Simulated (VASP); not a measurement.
## MgS: single point with LDA

MgS:

```
Mg S
1.0
     4.03462    0.00000    0.00000
    -2.01731    3.49409    0.00000
     0.00000    0.00000    6.43229
Mg S
2 2
Direct
  0.66667 0.33333 0.49575
  0.33333 0.66667 0.99575
  0.33333 0.66667 0.37924
  0.66667 0.33333 0.87924
```

```yaml
Program: VASP 6.6.1
Task: single point
Functional: LDA
Potentials_or_basis: VASP PAW LDA potentials, release 64 (Mg, S)
Cutoff: 600 eV
k_mesh: 1 × 5 × 2
Occupations: gaussian, width 0.1 eV
Spin: no spin polarisation
Dipole_correction: no
Further_INCAR_settings: ALGO = Normal; EDIFF = 1e-06; NBANDS = 16; ISYM = 0
```

```json
{
  "Pressure": "1.4 GPa",
  "Largest force": "0.268 eV/Å",
  "Band gap on the k mesh": "3.05 eV, direct"
}
```

Forces in eV/Å, atoms in the order of the input:
```
Mg   0.000  0.213 -0.085
Mg   0.000 -0.213 -0.085
S    0.000 -0.255  0.085
S    0.000  0.255  0.085
```

Stress tensor (GPa, compression positive):
```
 8.41  0.00  0.00
 0.00 -2.02  0.00
 0.00  0.00 -2.06
```

Levels at points of the mesh, in eV from the valence-band top:
```csv
k point,band 5,band 6,band 7,band 8,band 9,band 10,band 11,band 12
"(0.00, 0.00, 0.00)",-0.53,-0.16,-0.08,0.00,3.05,4.28,7.13,7.16
"(0.00, 0.00, 0.50)",-0.39,-0.39,-0.31,-0.31,4.55,4.55,7.26,7.26
```

Run time: 23 s on 1 thread of Intel Xeon 8259CL (shared host), peak memory 0.18 GiB.

Caveat: the k points lie up to 1.80 Å⁻¹ apart.
